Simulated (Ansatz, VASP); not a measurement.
# C in VASP and in Ansatz

```
C
1.0
     0.00000    1.76286    1.76286
     1.76286    0.00000    1.76286
     1.76286    1.76286    0.00000
C
2
Direct
  0.50000 0.50000 0.50000
  0.75000 0.75000 0.75000
```

Alike in both runs: task single point; functional PBEsol; k mesh 12 × 12 × 12; occupations gaussian, width 0.02 eV; no spin polarisation.

|  | VASP | Ansatz |
| --- | --- | --- |
| version | VASP 6.6.1 | Ansatz 0.2.0 |
| potentials or method | VASP PAW PBE potentials, release 64 (C_h), cutoff 910 eV | scalar-relativistic, plane waves, PAW |
| valence electrons in the cell | 8 | 8 |

```csv
,VASP,Ansatz,Ansatz less VASP
gap on the k mesh at the Fermi level (eV),4.12,4.12,-0.002
least direct gap on the mesh (eV),5.64,5.64,-0.004
```

VASP's potentials were made for PBE, not for PBEsol. The functional is the same, so the differences come from potentials, cutoffs and numerics.

Noted on VASP's run: the cutoff is short for stress, so the pressure is rough.
